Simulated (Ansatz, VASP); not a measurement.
## One calculation of SnTe, two programs

INCAR

```
SYSTEM = SnTe
PREC = Accurate
ENCUT = 520
EDIFF = 1E-6
ISMEAR = -1
SIGMA = 0.05
LREAL = .False.
LASPH = .True.
NELM = 100
ALGO = Normal
ISIF = 2
LWAVE = .False.
LCHARG = .True.
GGA = CA
LELF = .True.
LVHAR = .True.
NBANDS = 17
```

File KPOINTS:

```
Automatic mesh
0
Gamma
  7 7 7
  0 0 0
```

The input POSCAR:

```
SnTe
1.0
    0.0000000000      3.5374284581      3.5374284581
    3.5374284581      0.0000000000      3.5374284581
    3.5374284581      3.5374284581      0.0000000000
Te Sn
1 1
Direct
    0.2500000000      0.2500000000      0.2500000000
    0.0000000000      0.0000000000      0.0000000000
```

The input input.yaml:

```yaml
crystal:
  lattice:
    - [0.0, 3.5374284581, 3.5374284581]
    - [3.5374284581, 0.0, 3.5374284581]
    - [3.5374284581, 3.5374284581, 0.0]
  atoms:
    - { symbol: Te, position: [0.25, 0.25, 0.25] }
    - { symbol: Sn, position: [0.0, 0.0, 0.0] }
hamiltonian:
  xc: lda
  pseudopotentials: { kind: paw }
kpoints:
  mp_grid: { grid: [7, 7, 7] }
scf:
  occupations: { method: fermi_dirac, width: 0.05 }
output:
  forces: true
  stress: true
  eigenvalues: true
  write_density: true
  write_potential: true
  elf: true
  volumetric_format: npy
```

Alike in both runs: task single point; functional LDA; k mesh 7 × 7 × 7; occupations fermi-dirac, width 0.05 eV; no spin polarisation.

|  | VASP | Ansatz |
| --- | --- | --- |
| version | VASP 6.6.1 | Ansatz 0.2.0 |
| potentials or method | VASP PAW LDA potentials, release 64 (Te, Sn_d) | Ansatz PAW |
| plane-wave cutoff (eV) | 520 | 420 |
| valence electrons in the cell | 20 | 30 |

```csv
,VASP,Ansatz,Ansatz less VASP
pressure (GPa),-0.8,-0.8,-0.03
```

LDA's correlation is that of Perdew and Zunger in VASP and of Perdew and Wang (1992) in Ansatz. VASP's potentials hold 20 valence electrons a cell and Ansatz's 30, so a difference there can come from the potentials and not from the codes.

Spin-orbit coupling is off throughout.
